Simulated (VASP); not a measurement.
# MgB2 (P6/mmm) in VASP: further runs, part 3 of 3

VASP 6.6.1. Earlier steps stand in the parts before.

### 5 Relaxation of shape and atoms at fixed volume, PBE (9.05 Å³/atom)

This run uses another cell than the first one, of 9.05 Å³/atom.

INCAR reads:

```
ALGO = Normal
EDIFF = 1E-7
EDIFFG = -0.01
ENCUT = 600
GGA = PE
IBRION = 2
ISIF = 4
ISMEAR = 0
LASPH = T
LCHARG = F
LREAL = F
LWAVE = F
NELM = 60
NSW = 50
PREC = Accurate
SIGMA = 0.1
```

KPOINTS reads:

```
k-points
0
Gamma
  15 15 12
```

POSCAR reads:

```
MgB2
1.0
    3.0168408116      0.0000000000      0.0000000000
   -1.5084204058      2.6126607820      0.0000000000
    0.0000000000      0.0000000000      3.4446128624
Mg B
1 2
Direct
    0.0000000000      0.0000000000      0.0000000000
    0.3333333333      0.6666666667      0.5000000000
    0.6666666667      0.3333333333      0.5000000000
```

Potentials or basis: VASP PAW PBE potentials, release 64 (Mg, B).

The run is started by

```
$ cat potpaw_PBE.64/Mg/POTCAR potpaw_PBE.64/B/POTCAR > POTCAR
$ mpirun -np 1 vasp_std > vasp.out
```

OUTCAR:

```text
EDIFF = 1E-7
   EDIFFG = -0.01
   ENCUT = 600
   GGA = PE
   IBRION = 2
   ISIF = 4
   ISMEAR = 0
   LASPH = T
   LREAL = F
   NELM = 60
   NSW = 50
   PREC = Accurate

 ion  position               nearest neighbor table
   1  0.000  0.000  0.000-   2 2.45   3 2.45   2 2.45   3 2.45   2 2.45   2 2.45   3 2.45   3 2.45
                             3 2.45   3 2.45   2 2.45   2 2.45
   2  0.333  0.667  0.500-   3 1.74   3 1.74   3 1.74   1 2.45   1 2.45   1 2.45   1 2.45   1 2.45
                             1 2.45
   3  0.667  0.333  0.500-   2 1.74   2 1.74   2 1.74   1 2.45   1 2.45   1 2.45   1 2.45   1 2.45
                             1 2.45

  LATTYP: Found a hexagonal cell.
 ALAT       =     3.0168408116
 C/A-ratio  =     1.1417947043

  Lattice vectors:

 A1 = (   3.0168408116,   0.0000000000,   0.0000000000)
 A2 = (  -1.5084204058,   2.6126607820,   0.0000000000)
 A3 = (   0.0000000000,   0.0000000000,   3.4446128624)

Analysis of symmetry for initial positions (statically):
=====================================================================
 Subroutine PRICEL returns:
 Original cell was already a primitive cell.

 Routine SETGRP: Setting up the symmetry group for a
 hexagonal supercell.

 Subroutine GETGRP returns: Found 24 space group operations
 (whereof 24 operations were pure point group operations)
[... 175 lines left out ...]
  Total        1.8177947      1.8177947      1.4375877      0.0000000      0.0000000      0.0000000
  in kB      107.2703188    107.2703188     84.8338359      0.0000000      0.0000000      0.0000000
  external PRESSURE =      99.7914912 kB  Pullay stress =       0.0000000 kB
[... 61 lines left out ...]
--------------------------------------- Ionic step        3  -------------------------------------------

 number of electron       8.0000000 magnetization

 Free energy of the ion-electron system (eV)
  ---------------------------------------------------
  ext. energy  EPLUGINS =         0.00000000
  ---------------------------------------------------
  free energy    TOTEN  =       -15.27838990 eV

  energy without entropy =      -15.27403376  energy(sigma->0) =      -15.27621183

 E-fermi :   5.7388     XC(G=0): -11.1801

 val. band max:        5.7386073144   @ k =   0.4000   0.1333   0.0833
 cond. band min:       5.7542583195   @ k =   0.3333   0.2000   0.3333
 fundamental gap:      0.0156510051
 Fermi energy:         5.7387878238

 k-point     1 :       0.0000    0.0000    0.0000
  band No.  band energies     occupation
      1      -7.0744      2.00000
      2       2.7650      2.00000
      3       6.1042      0.00000
      4       6.1042      0.00000
      5       7.7101      0.00000
      6      12.2487      0.00000
      7      12.2487      0.00000
      8      14.4128      0.00000
[... 243 lines left out ...]
 k-point    24 :       0.4000    0.2000    0.0000
  band No.  band energies     occupation
      1      -2.5492      2.00000
      2      -1.9095      2.00000
      3       1.1411      2.00000
      4       6.5881      0.00000
      5       8.6373      0.00000
      6      11.8076      0.00000
      7      11.9178      0.00000
      8      14.5123      0.00000

 [... further k-points ...]
[... 5 lines left out ...]
  --------------------------------------------------------------------------------------
  -------------------------------------------------------------------------------------
  Total        1.6302186      1.6302186      1.6325273      0.0000000     -0.0000000      0.0000000
  in kB       96.2012236     96.2012236     96.3374606      0.0000000     -0.0000000      0.0000000
  external PRESSURE =      96.2466360 kB  Pullay stress =       0.0000000 kB
[... 18 lines left out ...]
  FREE ENERGIE OF THE ION-ELECTRON SYSTEM (eV)
  ---------------------------------------------------
  free  energy   TOTEN  =       -15.2783898973 eV

  energy  without entropy=      -15.2740337579  energy(sigma->0) =      -15.27621183

 reached required accuracy - stopping structural energy minimisation
```

OSZICAR:

```text
N       E                     dE             d eps       ncg     rms          rms(c)
DAV:   1     0.939553931996E+01    0.93955E+01   -0.43983E+03  3216   0.963E+02
DAV:   2    -0.167839525315E+02   -0.26179E+02   -0.24926E+02  4360   0.125E+02
DAV:   3    -0.171009577164E+02   -0.31701E+00   -0.31521E+00  3880   0.163E+01
DAV:   4    -0.171015032603E+02   -0.54554E-03   -0.54492E-03  4800   0.594E-01
[... 19 lines left out ...]
DAV:   1    -0.152784570463E+02   -0.13511E-03   -0.31581E-03  4232   0.441E-01    0.314E-02
DAV:   2    -0.152783990980E+02    0.57948E-04   -0.12765E-04  4064   0.755E-02    0.119E-02
DAV:   3    -0.152783902806E+02    0.88174E-05   -0.32787E-05  3640   0.325E-02    0.291E-03
DAV:   4    -0.152783899251E+02    0.35551E-06   -0.13775E-06  3792   0.943E-03    0.734E-04
DAV:   5    -0.152783898973E+02    0.27792E-07   -0.15064E-07  2920   0.235E-03
   3 F= -.15278390E+02 E0= -.15276212E+02  d E =-.102613E-02
```

CONTCAR:

```text
MgB2
   1.00000000000000
     3.0252369128177650    0.0000000000000000    0.0000000000000000
    -1.5126184564088825    2.6199320189457422   -0.0000000000000000
     0.0000000000000000    0.0000000000000000    3.4255193595503859
  Mg              B
     1     2
Direct
     0.0000000000000000    0.0000000000000000    0.0000000000000000
     0.3333333332999970    0.6666666667000030    0.5000000000000000
     0.6666666667000030    0.3333333332999970    0.5000000000000000

  0.00000000E+00  0.00000000E+00  0.00000000E+00
  0.00000000E+00  0.00000000E+00  0.00000000E+00
  0.00000000E+00  0.00000000E+00  0.00000000E+00
```

It took 92 s on 1 thread of Intel Xeon 8259CL, shared host; peak memory 0.19 GiB.

Results:

```
Free energy               : -15.2784 eV
Energy gained by relaxing : 0.3 meV/atom
Ionic steps               : 3
Pressure after relaxing   : 9.6 GPa
Band gap on the k mesh    : zero (bands 4 and 5 overlap by 4.04 eV)
```

The path:
| step | energy change (eV) | largest force (eV/Å) | pressure (GPa) | volume (Å³) |
| --- | --- | --- | --- | --- |
| 1 | 0.0000 | 0.0000 | 9.98 | 27.15 |
| 2 | -0.0010 | 0.0000 | 9.72 | 27.15 |
| 3 | -0.0010 | 0.0000 | 9.62 | 27.15 |

Final structure:
```
Mg B
1.0
     3.02524    0.00000    0.00000
    -1.51262    2.61993    0.00000
     0.00000    0.00000    3.42552
Mg B
1 2
Direct
  0.00000 0.00000 0.00000
  0.33333 0.66667 0.50000
  0.66667 0.33333 0.50000
```

### 6 The runs side by side

| task | cell | cutoff (eV) | gap on the mesh (eV) | pressure (GPa) |
| --- | --- | --- | --- | --- |
| single point | a = 3.152, b = 3.152, c = 3.694 Å, angles 90.0, 90.0, 120.0°, 3 atoms | 520 | none | -11.8 |
| relaxation of shape and atoms at fixed volume | relaxed from a = 2.967, b = 2.967, c = 3.335 Å, angles 90.0, 90.0, 120.0°, 3 atoms | 600 | none | 22.8 |
| relaxation of shape and atoms at fixed volume | relaxed from a = 2.992, b = 2.992, c = 3.391 Å, angles 90.0, 90.0, 120.0°, 3 atoms | 600 | none | 15.7 |
| relaxation of shape and atoms at fixed volume | relaxed from a = 3.017, b = 3.017, c = 3.445 Å, angles 90.0, 90.0, 120.0°, 3 atoms | 600 | none | 9.6 |

Alike in all rows: level PBE; potentials or basis VASP PAW PBE potentials, release 64 (Mg, B); no spin polarisation; k mesh 15 × 15 × 12; smearing gaussian 0.1 eV.

Caveats: the cell stands under tension (at least some runs).

Total energies depend on the potentials used, so only differences within one code and one set of settings carry meaning.
